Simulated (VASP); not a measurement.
# Li2MgH2N2 (Pbcn) in VASP: further runs

Li2MgH2N2 is run at these levels: PBE, r2SCAN; tasks: electric field gradients.

Everything below comes from runs of VASP 6.6.1. Logs are shortened: lines on timing, memory, paths and dates and some standing lists are left out, and cuts for length are marked.

## Step 1: The cell of the first run

Symmetry: Pbcn, No. 60, orthorhombic system. The conventional cell has a = 5.137 Å, b = 9.768 Å, c = 5.236 Å, α = 90.00°, β = 90.00°, γ = 90.00°. Within 2.7 Å of Li (site symmetry 2) lie 4 N at 2.06 to 2.17 Å and 2 H at 2.29 Å and 1 Li at 2.37 Å and 4 Mg at 2.57 to 2.62 Å. Li (site symmetry 2) has 4 H at 2.12 to 2.36 Å and 4 N at 2.16 to 2.32 Å and 3 Li at 2.37 to 2.63 Å and 1 Mg at 2.67 Å within 2.8 Å. Mg (site symmetry 2) has 4 N at 2.11 to 2.12 Å and 4 H at 2.52 to 2.83 Å and 5 Li at 2.57 to 2.67 Å within 2.9 Å. Within 1.4 Å of H (site symmetry 1) lie 1 N at 1.03 Å. Within 1.4 Å of N (site symmetry 1) lie 1 H at 1.03 Å.

## Step 2: Electric field gradients, PBE

The input, INCAR:

```
ALGO     = Normal         # electronic algorithm
EDIFF    = 1E-8           # SCF threshold, eV
ENCUT    = 520            # plane-wave cutoff, eV
GGA      = PE             # functional
ISIF     = 2              # what is computed and relaxed
ISMEAR   = -1             # smearing method
LASPH    = T              # aspherical terms in the spheres
LCHARG   = F              # write CHGCAR
LEFG     = T            
LREAL    = Auto         
LWAVE    = F              # write WAVECAR
NBANDS   = 60             # bands
NELM     = 100            # most SCF steps
PREC     = Accurate       # precision mode
SIGMA    = 0.02           # smearing width, eV
```

The input, KPOINTS:

```
k-points
0
Gamma
  6 3 5
```

The input, POSCAR:

```
Li2MgH2N2
1.0
    5.1367810000      0.0000000000      0.0000000000
    0.0000000000      9.7679380000      0.0000000000
    0.0000000000      0.0000000000      5.2360110000
Li Mg H N
8 4 8 8
Direct
    0.0000000000      0.2542540000      0.2500000000
    0.5000000000      0.2457460000      0.7500000000
    0.0000000000      0.7457460000      0.7500000000
    0.5000000000      0.7542540000      0.2500000000
    0.5000000000      0.5118760000      0.2500000000
    0.0000000000      0.9881240000      0.7500000000
    0.5000000000      0.4881240000      0.7500000000
    0.0000000000      0.0118760000      0.2500000000
    0.5000000000      0.2386660000      0.2500000000
    0.0000000000      0.2613340000      0.7500000000
    0.5000000000      0.7613340000      0.7500000000
    0.0000000000      0.7386660000      0.2500000000
    0.8331620000      0.4430780000      0.4498940000
    0.6668380000      0.0569220000      0.9498940000
    0.8331620000      0.5569220000      0.9498940000
    0.6668380000      0.9430780000      0.4498940000
    0.3331620000      0.9430780000      0.0501060000
    0.1668380000      0.5569220000      0.5501060000
    0.3331620000      0.0569220000      0.5501060000
    0.1668380000      0.4430780000      0.0501060000
    0.7281050000      0.3573470000      0.5027530000
    0.7718950000      0.1426530000      0.0027530000
    0.7281050000      0.6426530000      0.0027530000
    0.7718950000      0.8573470000      0.5027530000
    0.2281050000      0.8573470000      0.9972470000
    0.2718950000      0.6426530000      0.4972470000
    0.2281050000      0.1426530000      0.4972470000
    0.2718950000      0.3573470000      0.9972470000
```

Potentials or basis: VASP PAW PBE potentials, release 64 (Li_sv, Mg, H, N).

Started as:

```
$ cat potpaw_PBE.64/Li_sv/POTCAR potpaw_PBE.64/Mg/POTCAR potpaw_PBE.64/H/POTCAR potpaw_PBE.64/N/POTCAR > POTCAR
$ mpirun -np 1 vasp_std > vasp.out
```

OUTCAR:

```text
EDIFF = 1E-8
   ENCUT = 520
   GGA = PE
   ISIF = 2
   ISMEAR = -1
   LASPH = T
   LREAL = Auto
   NELM = 100
   PREC = Accurate

 ion  position               nearest neighbor table
   1  0.000  0.254  0.250-  22 2.06  27 2.06  21 2.17  28 2.17   8 2.37   9 2.57   9 2.57  10 2.62
                            10 2.62
   2  0.500  0.246  0.750-  21 2.06  28 2.06  27 2.17  22 2.17   7 2.37  10 2.57  10 2.57   9 2.62
                             9 2.62
   3  0.000  0.746  0.750-  24 2.06  25 2.06  23 2.17  26 2.17   6 2.37  11 2.57  11 2.57  12 2.62
                            12 2.62
   4  0.500  0.754  0.250-  23 2.06  26 2.06  25 2.17  24 2.17   5 2.37  12 2.57  12 2.57  11 2.62
                            11 2.62
   5  0.500  0.512  0.250-  23 2.16  26 2.16   4 2.37   9 2.67
   6  0.000  0.988  0.750-  24 2.16  25 2.16   3 2.37  10 2.67
   7  0.500  0.488  0.750-  21 2.16  28 2.16   2 2.37  11 2.67
   8  0.000  0.012  0.250-  22 2.16  27 2.16   1 2.37  12 2.67
   9  0.500  0.239  0.250-  21 2.11  28 2.11  27 2.12  22 2.12   1 2.57   1 2.57   2 2.62   2 2.62
                             5 2.67
  10  0.000  0.261  0.750-  22 2.11  27 2.11  21 2.12  28 2.12   2 2.57   2 2.57   1 2.62   1 2.62
                             6 2.67
  11  0.500  0.761  0.750-  23 2.11  26 2.11  25 2.12  24 2.12   3 2.57   3 2.57   4 2.62   4 2.62
[... 5 lines left out ...]
  15  0.833  0.557  0.950-  23 1.03
  16  0.667  0.943  0.450-  24 1.03
  17  0.333  0.943  0.050-  25 1.03
  18  0.167  0.557  0.550-  26 1.03
  19  0.333  0.057  0.550-  27 1.03
  20  0.167  0.443  0.050-  28 1.03
  21  0.728  0.357  0.503-  13 1.03   2 2.06   9 2.11  10 2.12   7 2.16   1 2.17
  22  0.772  0.143  0.003-  14 1.03   1 2.06  10 2.11   9 2.12   8 2.16   2 2.17
  23  0.728  0.643  0.003-  15 1.03   4 2.06  11 2.11  12 2.12   5 2.16   3 2.17
  24  0.772  0.857  0.503-  16 1.03   3 2.06  12 2.11  11 2.12   6 2.16   4 2.17
  25  0.228  0.857  0.997-  17 1.03   3 2.06  12 2.11  11 2.12   6 2.16   4 2.17
  26  0.272  0.643  0.497-  18 1.03   4 2.06  11 2.11  12 2.12   5 2.16   3 2.17
  27  0.228  0.143  0.497-  19 1.03   1 2.06  10 2.11   9 2.12   8 2.16   2 2.17
  28  0.272  0.357  0.997-  20 1.03   2 2.06   9 2.11  10 2.12   7 2.16   1 2.17

  LATTYP: Found a simple orthorhombic cell.
 ALAT       =     5.1367810000
 B/A-ratio  =     1.0193175454
 C/A-ratio  =     1.9015679275

  Lattice vectors:

 A1 = (  -5.1367810000,   0.0000000000,   0.0000000000)
 A2 = (   0.0000000000,   0.0000000000,   5.2360110000)
 A3 = (   0.0000000000,   9.7679380000,   0.0000000000)

Analysis of symmetry for initial positions (statically):
=====================================================================
[... 1558 lines left out ...]
  -------------------------------------------------------------------------------------
  Total       -1.3353886     -1.2909569     -1.4364183      0.0000000      0.0000000      0.0000000
  in kB       -8.1437374     -7.8727748     -8.7598568      0.0000000      0.0000000      0.0000000
  external PRESSURE =      -8.2587897 kB  Pullay stress =       0.0000000 kB

 VOLUME and BASIS-vectors are now :
 -----------------------------------------------------------------------------
  energy-cutoff  :      520.00
  volume of cell :      262.72
      direct lattice vectors                 reciprocal lattice vectors
     5.136781000  0.000000000  0.000000000     0.194674447  0.000000000  0.000000000
     0.000000000  9.767938000  0.000000000     0.000000000  0.102375752  0.000000000
     0.000000000  0.000000000  5.236011000     0.000000000  0.000000000  0.190985084

 POSITION                                       TOTAL-FORCE (eV/Angst)
 -----------------------------------------------------------------------------------
      0.00000      2.48354      1.30900        -0.000000     -0.025193      0.000000
      2.56839      2.40043      3.92701        -0.000000      0.025193      0.000000
      0.00000      7.28440      3.92701        -0.000000      0.025193      0.000000
      2.56839      7.36751      1.30900        -0.000000     -0.025193      0.000000
      2.56839      4.99997      1.30900        -0.000000      0.050398      0.000000
      0.00000      9.65193      3.92701        -0.000000     -0.050398      0.000000
[... 20 lines left out ...]
      1.17173      1.39343      2.60359        -0.043067     -0.073263     -0.040344
      1.39667      3.49054      5.22160         0.043067      0.073263     -0.040344
 -----------------------------------------------------------------------------------
    total drift:                               -0.000000      0.000000     -0.000000

  FREE ENERGIE OF THE ION-ELECTRON SYSTEM (eV)
  ---------------------------------------------------
  free  energy   TOTEN  =      -131.8706628111 eV

  energy  without entropy=     -131.8706628111  energy(sigma->0) =     -131.87066281

 Electric field gradients (V/A^2)
---------------------------------------------------------------------
 ion       V_xx      V_yy      V_zz      V_xy      V_xz      V_yz
---------------------------------------------------------------------
   1      -0.097    -0.038     0.135     0.000     0.703     0.000
   2      -0.097    -0.038     0.135    -0.000    -0.703     0.000
   3      -0.097    -0.038     0.135    -0.000     0.703    -0.000
   4      -0.097    -0.038     0.135     0.000    -0.703    -0.000
   5       0.505    -0.206    -0.299     0.000     0.998     0.000
   6       0.505    -0.206    -0.299    -0.000    -0.998     0.000
[... 20 lines left out ...]
  27      -5.057    26.459   -21.402   -34.281     6.584   -19.260
  28      -5.057    26.459   -21.402   -34.281    -6.584    19.260
---------------------------------------------------------------------

 Electric field gradients after diagonalization (V/A^2)
 (convention: |V_zz| > |V_xx| > |V_yy|)
----------------------------------------------------------------------
 ion       V_xx      V_yy      V_zz     asymmetry (V_yy - V_xx)/ V_zz
----------------------------------------------------------------------
   1      -0.694    -0.038     0.731       0.896
   2      -0.694    -0.038     0.731       0.896
   3      -0.694    -0.038     0.731       0.896
   4      -0.694    -0.038     0.731       0.896
   5      -0.973    -0.206     1.178       0.651
   6      -0.973    -0.206     1.178       0.651
[... 20 lines left out ...]
  27     -31.523   -22.134    53.657       0.175
  28     -31.523   -22.134    53.657       0.175
----------------------------------------------------------------------

           NMR quadrupolar parameters

 Cq : quadrupolar parameter    Cq=e*Q*V_zz/h
 eta: asymmetry parameters     (V_yy - V_xx)/ V_zz
 Q  : nuclear electric quadrupole moment in mb (millibarn)
----------------------------------------------------------------------
 ion       Cq(MHz)       eta       Q (mb)
----------------------------------------------------------------------
   1       0.002       0.896       1.000
   2       0.002       0.896       1.000
   3       0.002       0.896       1.000
   4       0.002       0.896       1.000
   5       0.003       0.651       1.000
   6       0.003       0.651       1.000
[... 20 lines left out ...]
  27       0.130       0.175       1.000
  28       0.130       0.175       1.000
----------------------------------------------------------------------
```

OSZICAR:

```text
N       E                     dE             d eps       ncg     rms          rms(c)
DAV:   1     0.562591594730E+03    0.56259E+03   -0.33903E+04  2880   0.133E+03
DAV:   2    -0.669557455070E+02   -0.62955E+03   -0.57780E+03  3360   0.338E+02
DAV:   3    -0.146746474693E+03   -0.79791E+02   -0.79140E+02  3892   0.110E+02
[... 12 lines left out ...]
DAV:  16    -0.131870662610E+03   -0.32020E-06   -0.49462E-08  3640   0.951E-04    0.128E-03
DAV:  17    -0.131870662774E+03   -0.16378E-06   -0.30255E-08  3104   0.623E-04    0.344E-04
DAV:  18    -0.131870662833E+03   -0.58967E-07   -0.61429E-09  2112   0.325E-04    0.119E-04
DAV:  19    -0.131870662818E+03    0.14320E-07   -0.21407E-09  2048   0.196E-04    0.726E-05
DAV:  20    -0.131870662811E+03    0.71550E-08   -0.83104E-10  1944   0.127E-04
   1 F= -.13187066E+03 E0= -.13187066E+03  d E =-.318080E-12
```

Wall time 9.2 min (1 thread of Intel Xeon 6975P-C (Granite Rapids), shared host); peak memory 0.49 GiB.

Results:

| Item | Value |
| --- | --- |
| Free energy | -131.8707 eV |
| Largest force | 0.094 eV/Å |
| Band gap on the k mesh | 2.32 eV |
| Largest electric field gradient by atom | Li +0.7, +1.2 (each value once); Mg -10.0; H +36.4; N +53.7 V/Å² |

Forces in eV/Å, atoms in the order of the input:
```
Li   0.000 -0.025  0.000
Li   0.000  0.025  0.000
Li   0.000  0.025  0.000
Li   0.000 -0.025  0.000
Li   0.000  0.050  0.000
Li   0.000 -0.050  0.000
Li   0.000 -0.050  0.000
Li   0.000  0.050  0.000
Mg   0.000  0.008  0.000
Mg   0.000 -0.008  0.000
Mg   0.000 -0.008  0.000
Mg   0.000  0.008  0.000
H    0.021 -0.003 -0.005
H   -0.021  0.003 -0.005
H    0.021  0.003 -0.005
H   -0.021 -0.003 -0.005
H    0.021 -0.003  0.005
H   -0.021  0.003  0.005
H    0.021  0.003  0.005
H   -0.021 -0.003  0.005
N   -0.043  0.073  0.040
N    0.043 -0.073  0.040
N   -0.043 -0.073  0.040
N    0.043  0.073  0.040
N   -0.043  0.073 -0.040
N    0.043 -0.073 -0.040
N   -0.043 -0.073 -0.040
N    0.043  0.073 -0.040
```

Levels at points of the mesh, in eV from the valence-band top:
```
           k point  band 37  band 38  band 39  band 40  band 41  band 42  band 43  band 44
(0.00, 0.00, 0.00)    -0.76    -0.46    -0.21     0.00     2.32     3.59     3.63     3.76
(0.50, 0.00, 0.00)    -0.64    -0.64    -0.48    -0.48     3.74     3.74     5.20     5.20
```

Electric field gradients, principal values (V/Å²):
```csv
atom,least,middle,greatest (by size)
1 Li,-0.038,-0.694,0.731
2 Li,-0.038,-0.694,0.731
3 Li,-0.038,-0.694,0.731
4 Li,-0.038,-0.694,0.731
5 Li,-0.206,-0.973,1.178
6 Li,-0.206,-0.973,1.178
7 Li,-0.206,-0.973,1.178
8 Li,-0.206,-0.973,1.178
9 Mg,1.168,8.830,-9.998
10 Mg,1.168,8.830,-9.998
11 Mg,1.168,8.830,-9.998
12 Mg,1.168,8.830,-9.998
13 H,-17.576,-18.791,36.367
14 H,-17.576,-18.791,36.367
15 H,-17.576,-18.791,36.367
16 H,-17.576,-18.791,36.367
17 H,-17.576,-18.791,36.367
18 H,-17.576,-18.791,36.367
19 H,-17.576,-18.791,36.367
20 H,-17.576,-18.791,36.367
21 N,-22.134,-31.523,53.657
22 N,-22.134,-31.523,53.657
23 N,-22.134,-31.523,53.657
24 N,-22.134,-31.523,53.657
25 N,-22.134,-31.523,53.657
26 N,-22.134,-31.523,53.657
27 N,-22.134,-31.523,53.657
28 N,-22.134,-31.523,53.657
```

Caveat: the cutoff is under 1.25 times the usual one of these potentials, so pressure, stress and relaxed cells hold a basis-set (Pulay) error; without QUAD_EFG the Cq values of the log hold for a quadrupole moment of 1 mb, not for the nuclei; an odd mesh through Γ misses points on the zone boundary, where band edges can lie.

(Part 1 of 2 ends here.)
